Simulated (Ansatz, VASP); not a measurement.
## One calculation of SiW2, two programs

INCAR

```
  PREC = Accurate
  ENCUT = 600
  EDIFF = 1E-7
  ISMEAR = 0
  SIGMA = 0.1
  LREAL = F
  LASPH = T
  NELM = 100
  ALGO = Fast
  ISIF = 3
  LWAVE = F
  LCHARG = F
  GGA = PE
  IBRION = 2
  NSW = 100
  EDIFFG = -0.01
```

File KPOINTS:

```
regular mesh
0
Gamma
  12 10 6
```

Contents of POSCAR:

```
SiW2
1.0
    3.1659238551      0.0000000000      0.0000000000
    0.0000000000      4.2409968102      0.0000000000
    0.0000000000      0.0000000000      6.7518984099
Si W
2 4
Direct
    0.5000000000      0.5000000000      0.2104190392
    0.0000000000      0.0000000000      0.7895809608
    0.0000000000      0.5000000000      0.5074808664
    0.5000000000      0.0000000000      0.4925191336
    0.5000000000      0.5000000000      0.8467677491
    0.0000000000      0.0000000000      0.1532322509
```

Input for Ansatz:

```yaml
crystal:
  lattice:
    - [3.1659238551, 0.0, 0.0]
    - [0.0, 4.2409968102, 0.0]
    - [0.0, 0.0, 6.7518984099]
  atoms:
    - { symbol: Si, position: [0.5, 0.5, 0.2104190392] }
    - { symbol: Si, position: [0.0, 0.0, 0.7895809608] }
    - { symbol: W, position: [0.0, 0.5, 0.5074808664] }
    - { symbol: W, position: [0.5, 0.0, 0.4925191336] }
    - { symbol: W, position: [0.5, 0.5, 0.8467677491] }
    - { symbol: W, position: [0.0, 0.0, 0.1532322509] }
basis:
  ecutwfc: 420
kpoints:
  mp_grid: { grid: [12, 10, 6] }
hamiltonian:
  xc: pbe
scf:
  occupations: { method: gaussian, width: 0.1 }
output:
  forces: true
  stress: true
  eigenvalues: true
relax:
  adjacent_minimum: "off"
  f_tol: 0.01
  max_steps: 80
  cell: { stress_tol: 0.05 }
```

Change from the starting cell: the structure that the rattled cell fell into.

Alike in both runs: task relaxation of cell and atoms; functional PBE; k mesh 12 × 10 × 6; occupations gaussian, width 0.1 eV; no spin polarisation.

```csv
,VASP,Ansatz
version,VASP 6.6.1,Ansatz 0.2.0
potentials or method,"VASP PAW PBE potentials, release 64 (Si, W_sv), cutoff 600 eV","scalar-relativistic, plane waves, PAW"
valence electrons in the cell,64,64
```

Ansatz gave:

* gap on the k mesh at the Fermi level, each at its own relaxed structure (eV): none
* relaxed volume (Å³/atom): 15.10
* relaxed length of the cell vector where the two differ most in proportion (Å): 4.233

Estimate VASP's values.

gap on the k mesh at the Fermi level, each at its own relaxed structure (eV): none; relaxed volume (Å³/atom): 15.13; relaxed length of the cell vector where the two differ most in proportion (Å): 4.236.

A gap of «none» marks a metal or a gap that the smearing closes.

Neither program's run includes spin-orbit coupling.
